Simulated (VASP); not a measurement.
# GaN (P6_3mc) in VASP: notebook, part 3 of 3

VASP 6.6.1. The steps go on from the part before.

## 6. Single point, r2SCAN (strain +0.030 along x and y, +0.030 along z)

File POSCAR:

```
GaN
1.0
    3.2753996503      0.0000000000      0.0000000000
   -1.6376998252      2.8365793047      0.0000000000
    0.0000000000      0.0000000000      5.3209800000
Ga N
2 2
Direct
    0.3333333333      0.6666666667      0.0000000000
    0.6666666667      0.3333333333      0.5000000000
    0.3333333333      0.6666666667      0.3750000000
    0.6666666667      0.3333333333      0.8750000000
```

File INCAR.step1:

```
SYSTEM = GaN
  ALGO = Normal
  EDIFF = 1E-4
  ENCUT = 520
  GGA = PE
  ISMEAR = 0
  LASPH = .True.
  LCHARG = .False.
  LREAL = .False.
  LWAVE = .True.
  NBANDS = 26
  NELM = 60
  PREC = Accurate
  SIGMA = 0.05
```

File INCAR.step2:

```
SYSTEM = GaN
  ALGO = Normal
  EDIFF = 1E-7
  ENCUT = 520
  ISIF = 2
  ISMEAR = 0
  ISTART = 1
  LASPH = .True.
  LCHARG = .False.
  LMIXTAU = .True.
  LREAL = .False.
  LWAVE = .False.
  METAGGA = R2SCAN
  NBANDS = 26
  NELM = 60
  PREC = Accurate
  SIGMA = 0.05
```

File KPOINTS:

```
k-points
0
Gamma
  12 12 6
  0 0 0
```

Potentials or basis: VASP PAW PBE potentials, release 64 (Ga_d, N).

On the command line:

```
> cat potpaw_PBE.64/Ga_d/POTCAR potpaw_PBE.64/N/POTCAR > POTCAR
> cp INCAR.step1 INCAR
> mpirun -np 1 vasp_std > vasp.out
> cp INCAR.step2 INCAR
> mpirun -np 1 vasp_std > vasp.out
```

OUTCAR:

```text
SYSTEM = GaN
   EDIFF = 1E-7
   ENCUT = 520
   ISIF = 2
   ISMEAR = 0
   ISTART = 1
   LASPH = .True.
   LREAL = .False.
   METAGGA = R2SCAN
   NELM = 60
   PREC = Accurate

 ion  position               nearest neighbor table
   1  0.333  0.667  0.000-   3 2.00   4 2.00   4 2.00   4 2.00
   2  0.667  0.333  0.500-   4 2.00   3 2.00   3 2.00   3 2.00
   3  0.333  0.667  0.375-   1 2.00   2 2.00   2 2.00   2 2.00
   4  0.667  0.333  0.875-   2 2.00   1 2.00   1 2.00   1 2.00

  LATTYP: Found a hexagonal cell.
 ALAT       =     3.2753996503
 C/A-ratio  =     1.6245284753

  Lattice vectors:

 A1 = (   3.2753996503,   0.0000000000,   0.0000000000)
 A2 = (  -1.6376998252,   2.8365793047,   0.0000000000)
 A3 = (   0.0000000000,   0.0000000000,   5.3209800000)

Analysis of symmetry for initial positions (statically):
=====================================================================
 Subroutine PRICEL returns:
 Original cell was already a primitive cell.

 Routine SETGRP: Setting up the symmetry group for a
 hexagonal supercell.

 Subroutine GETGRP returns: Found 12 space group operations
 (whereof  6 operations were pure point group operations)
 out of a pool of 24 trial point group operations.

The static configuration has the point symmetry C_3v.
 The point group associated with its full space group is C_6v.

Analysis of symmetry for dynamics (positions and initial velocities):
=====================================================================
 Subroutine PRICEL returns:
 Original cell was already a primitive cell.

 Routine SETGRP: Setting up the symmetry group for a
 hexagonal supercell.

 Subroutine GETGRP returns: Found 12 space group operations
 (whereof  6 operations were pure point group operations)
 out of a pool of 24 trial point group operations.

The dynamic configuration has the point symmetry C_3v.
 The point group associated with its full space group is C_6v.

 Subroutine INISYM returns: Found 12 space group operations
 (whereof  6 operations are pure point group operations),
 and found     1 'primitive' translations

----------------------------------------------------------------------------------------

                                     Primitive cell

  volume of cell :      49.4369

  direct lattice vectors                    reciprocal lattice vectors
     3.275399650  0.000000000  0.000000000     0.305306255  0.176268648  0.000000000
    -1.637699825  2.836579305  0.000000000     0.000000000  0.352537297  0.000000000
     0.000000000  0.000000000  5.320980000     0.000000000  0.000000000  0.187935305

  length of vectors
     3.275399650  3.275399650  5.320980000     0.352537297  0.352537297  0.187935305

  position of ions in fractional coordinates (direct lattice)
     0.333333333  0.666666667  0.000000000
     0.666666667  0.333333333  0.500000000
     0.333333333  0.666666667  0.375000000
     0.666666667  0.333333333  0.875000000

  ion indices of the primitive-cell ions
   primitive index   ion index
                 1           1
                 2           2
                 3           3
                 4           4

----------------------------------------------------------------------------------------

 KPOINTS: k-points

Automatic generation of k-mesh.
 Grid dimensions read from file:
 generate k-points for:   12   12    6

 Generating k-lattice:

  Cartesian coordinates                     Fractional coordinates (reciprocal lattice)
     0.025442188  0.014689054  0.000000000     0.083333333 -0.000000000  0.000000000
     0.000000000  0.029378108  0.000000000     0.000000000  0.083333333  0.000000000
     0.000000000  0.000000000  0.031322551     0.000000000  0.000000000  0.166666667

  Length of vectors
     0.029378108  0.029378108  0.031322551

  Shift w.r.t. Gamma in fractional coordinates (k-lattice)
     0.000000000  0.000000000  0.000000000

 Subroutine IBZKPT returns following result:
 ===========================================

 Found     76 irreducible k-points:

 Following reciprocal coordinates:
            Coordinates               Weight
  0.000000  0.000000  0.000000      1.000000
  0.083333  0.000000  0.000000      6.000000
  0.166667  0.000000  0.000000      6.000000
  0.250000  0.000000  0.000000      6.000000
  0.333333  0.000000  0.000000      6.000000
  0.416667  0.000000  0.000000      6.000000
[... 16 lines left out ...]
  0.250000  0.000000  0.166667     12.000000
  0.333333  0.000000  0.166667     12.000000
 [... further k-points ...]
   k-points           NKPTS =     76   k-points in BZ     NKDIM =     76   number of bands    NBANDS=     26
   number of dos      NEDOS =    301   number of ions     NIONS =      4
   total plane-waves  NPLWV =  23040
   dimension x,y,z NGX =    24 NGY =   24 NGZ =   40
   dimension x,y,z NGXF=    48 NGYF=   48 NGZF=   80
   ions per type =               2   2
   NGX,Y,Z   is equivalent  to a cutoff of  12.18, 12.18, 12.50 a.u.
   NGXF,Y,Z  is equivalent  to a cutoff of  24.36, 24.36, 24.99 a.u.
 SYSTEM =  GaN
   PREC   = accura    normal or accurate (medium, high low for compatibility)
   ISTART =      1    job   : 0-new  1-cont  2-samecut
   ICHARG =      0    charge: 1-file 2-atom 10-const
   ISPIN  =      1    spin polarized calculation?
   LNONCOLLINEAR =      F non collinear calculations
   LSORBIT =      F    spin-orbit coupling
   LASPH  =      T    aspherical Exc in radial PAW
   ENCUT  =  520.0 eV  38.22 Ry    6.18 a.u.   6.09  6.09  9.89*2*pi/ulx,y,z
   NELM   =     60;   NELMIN=  2; NELMDL=  0     # of ELM steps
   EDIFF  = 0.1E-06   stopping-criterion for ELM
   LREAL  =      F    real-space projection
   EDIFFG = 0.1E-05   stopping-criterion for IOM
   NSW    =      0    number of steps for IOM
   IBRION =     -1    ionic relax: 0-MD 1-quasi-New 2-CG
   NFREE  =      0    steps in history (QN), initial steepest desc. (CG)
   ISIF   =      2    stress and relaxation
   ISYM   =      2    0-nonsym 1-usesym 2-fastsym
   POTIM  = 0.5000    time-step for ionic-motion
   TEBEG  =    0.0;   TEEND  =   0.0 temperature during run
   PSTRESS=    0.0 pullay stress
   NELECT =      36.0000    total number of electrons
   NUPDOWN=      -1.0000    fix difference up-down
   EMIN   =  10.00;   EMAX   =-10.00  energy-range for DOS
   EFERMI =   0.00;   METHOD = LEGACY
   ISMEAR =     0;   SIGMA  =   0.05  broadening in eV -4-tet -1-fermi 0-gaus
   EFERMI_NEDOS =   21; number of points for ismear=-14 and -15
   IALGO  =     38    algorithm
   IMIX   =      4    mixing-type and parameters
     AMIX     =   0.40;   BMIX     =  1.00
     AMIX_MAG =   1.60;   BMIX_MAG =  1.00
  volume/ion in A,a.u.               =      12.36        83.40
  Fermi-wavevector in a.u.,A,eV,Ry     =   1.472851  2.783284 29.514969  2.169289
  Thomas-Fermi vector in A             =   2.587815
   LORBIT       =      0    0 simple, 1 ext, 2 COOP (PROOUT), +10 PAW based schemes
   METAGGA = R2SCAN    functional components
   LHFCALC =     F    Hartree Fock is set to
   AEXX    =    0.0000 exact exchange contribution
   IVDW    =     0    specifies the selected vdW correction
   LEPSILON=     F    determine dielectric tensor
   LRPA    =     F    only Hartree local field effects (RPA)
 non-spin polarized calculation
 Gauss-broadening in eV      SIGMA  =   0.05
  energy-cutoff  :      520.00
  volume of cell :       49.44
 maximum number of plane-waves:      1350
   NGX = 13   NGY = 13   NGZ = 19

 number of electron      36.0000017 magnetization

 Free energy of the ion-electron system (eV)
  ---------------------------------------------------
  ext. energy  EPLUGINS =         0.00000000
  ---------------------------------------------------
  free energy    TOTEN  =       -43.66431157 eV

  energy without entropy =      -43.66431157  energy(sigma->0) =      -43.66431157

 E-fermi :   4.4569     XC(G=0): -12.1799

 val. band max:        4.2423381441   @ k =   0.0000   0.0000   0.0000
 cond. band min:       6.0019192782   @ k =   0.0000   0.0000   0.0000
 fundamental gap:      1.7595811341
 Fermi energy:         4.4569109078

 k-point     1 :       0.0000    0.0000    0.0000
  band No.  band energies     occupation
      1     -11.8921      2.00000
      2     -11.1380      2.00000
      3      -9.5688      2.00000
      4      -9.5507      2.00000
      5      -9.5507      2.00000
      6      -9.4971      2.00000
[... 685 lines left out ...]
     25      15.8559      0.00000
     26      17.4756      0.00000

 [... further k-points ...]

------------------------ aborting loop because EDIFF is reached ----------------------------------------

  FORCE on cell =-STRESS in cart. coord.  units (eV):
  Direction    XX          YY          ZZ          XY          YZ          ZX
  --------------------------------------------------------------------------------------
  -------------------------------------------------------------------------------------
  Total       -4.1305575     -4.1305575     -3.6626837      0.0000000      0.0000000      0.0000000
  in kB     -133.8654173   -133.8654173   -118.7023031      0.0000000      0.0000000      0.0000000
  external PRESSURE =    -128.8110459 kB  Pullay stress =       0.0000000 kB

 VOLUME and BASIS-vectors are now :
 -----------------------------------------------------------------------------
  energy-cutoff  :      520.00
  volume of cell :       49.44
      direct lattice vectors                 reciprocal lattice vectors
     3.275399650  0.000000000  0.000000000     0.305306255  0.176268648  0.000000000
    -1.637699825  2.836579305  0.000000000     0.000000000  0.352537297  0.000000000
     0.000000000  0.000000000  5.320980000     0.000000000  0.000000000  0.187935305

 POSITION                                       TOTAL-FORCE (eV/Angst)
 -----------------------------------------------------------------------------------
     -0.00000      1.89105      0.00000         0.000000      0.000000     -0.116965
      1.63770      0.94553      2.66049        -0.000000      0.000000     -0.116965
     -0.00000      1.89105      1.99537        -0.000000      0.000000      0.116965
      1.63770      0.94553      4.65586        -0.000000      0.000000      0.116965
 -----------------------------------------------------------------------------------
    total drift:                                0.000002      0.000003      0.000287

  FREE ENERGIE OF THE ION-ELECTRON SYSTEM (eV)
  ---------------------------------------------------
  free  energy   TOTEN  =       -43.6643115729 eV

  energy  without entropy=      -43.6643115729  energy(sigma->0) =      -43.66431157
```

Wall time 12 min (1 thread of AMD EPYC 7R13, shared host); peak memory 0.2 GiB.

What came out:

```yaml
Free_energy: -43.6643 eV
Pressure: -12.9 GPa
Largest_force: 0.117 eV/Å
Band_gap_on_the_k_mesh: 1.76 eV
```

Forces in eV/Å, atoms in the order of the input:
```
Ga   0.000  0.000 -0.117
Ga   0.000  0.000 -0.117
N    0.000  0.000  0.117
N    0.000  0.000  0.117
```

Stress tensor (GPa, compression positive):
```
-13.39   0.00   0.00
  0.00 -13.39   0.00
  0.00   0.00 -11.87
```

Levels at points of the mesh, in eV from the valence-band top:
```
           k point  band 16  band 17  band 18  band 19  band 20  band 21
(0.00, 0.00, 0.00)    -0.05     0.00     0.00     1.76     4.24     9.45
(0.50, 0.00, 0.00)    -2.56    -2.05    -0.91     5.29     5.57     6.32
(0.00, 0.00, 0.50)    -0.50    -0.50    -0.50     4.20     4.20     8.73
(0.50, 0.00, 0.50)    -1.81    -1.80    -1.80     4.58     4.58     7.89
```

Caveat: the cell differs from its parent crystal (strain +0.030 along x and y, +0.030 along z); the cell stands under tension; the PAW data sets were made with another functional, which shifts forces and pressure a little.

## 7. Overview

```tsv
cell	gap on the mesh (eV)	pressure (GPa)	largest force (eV/Å)
a = 3.228, b = 3.228, c = 5.243 Å, angles 90.0, 90.0, 120.0°, 4 atoms	2.06	-6.1	0.12
a = 3.275, b = 3.275, c = 5.166 Å, angles 90.0, 90.0, 120.0°, 4 atoms	1.99	-8.2	0.40
a = 3.228, b = 3.228, c = 5.321 Å, angles 90.0, 90.0, 120.0°, 4 atoms	1.92	-8.5	0.02
a = 3.275, b = 3.275, c = 5.243 Å, angles 90.0, 90.0, 120.0°, 4 atoms	1.89	-10.7	0.23
a = 3.275, b = 3.275, c = 5.321 Å, angles 90.0, 90.0, 120.0°, 4 atoms	1.76	-12.9	0.12
```

Alike in all rows: task single point; level r2SCAN; potentials or basis VASP PAW PBE potentials, release 64 (Ga_d, N); no spin polarisation; k mesh 12 × 12 × 6; cutoff (eV) 520; smearing gaussian 0.05 eV.

Caveats: the cell stands under tension; the PAW data sets were made with another functional, which shifts forces and pressure a little.

Absolute energies hang on the potentials; compare differences alone.
